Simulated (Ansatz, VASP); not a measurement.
# Two plane-wave programs on VN2

```xyz
6
Lattice="-2.1533 2.1533 2.4842 2.1533 -2.1533 2.4842 2.1533 2.1533 -2.4842" Properties=species:S:1:pos:R:3 pbc="T T T"
V     0.0000    0.0000    1.2421
V     0.0000    0.0000    3.7264
N     2.6425    0.4891    0.0000
N     1.6642    0.4891    2.4842
N    -0.4891    1.6642    2.4842
N     0.4891    1.6642    0.0000
```

Alike in both runs: functional PBE; k mesh 12 × 12 × 12; occupations gaussian, width 0.1 eV; no spin polarisation.

Ansatz relaxed the structure, and its values are those at the end. VASP's run is a single point on that final structure, the one shown.

|  | VASP | Ansatz |
| --- | --- | --- |
| version | VASP 6.6.1 | Ansatz 0.2.0 |
| potentials or method | VASP PAW PBE potentials, release 64 (V_sv, N), cutoff 520 eV | scalar-relativistic, plane waves, PAW |
| valence electrons in the cell | 46 | 46 |

VASP gave:

* gap on the k mesh at the Fermi level (eV): none
* pressure (GPa): 0.7
* rms of the force components (eV/Å): 0.022

Question: Estimate Ansatz's values.

Answer: gap on the k mesh at the Fermi level (eV): none; pressure (GPa): 0.0; rms of the force components (eV/Å): 0.000.

A gap of «none» marks a metal or a gap that the smearing closes.
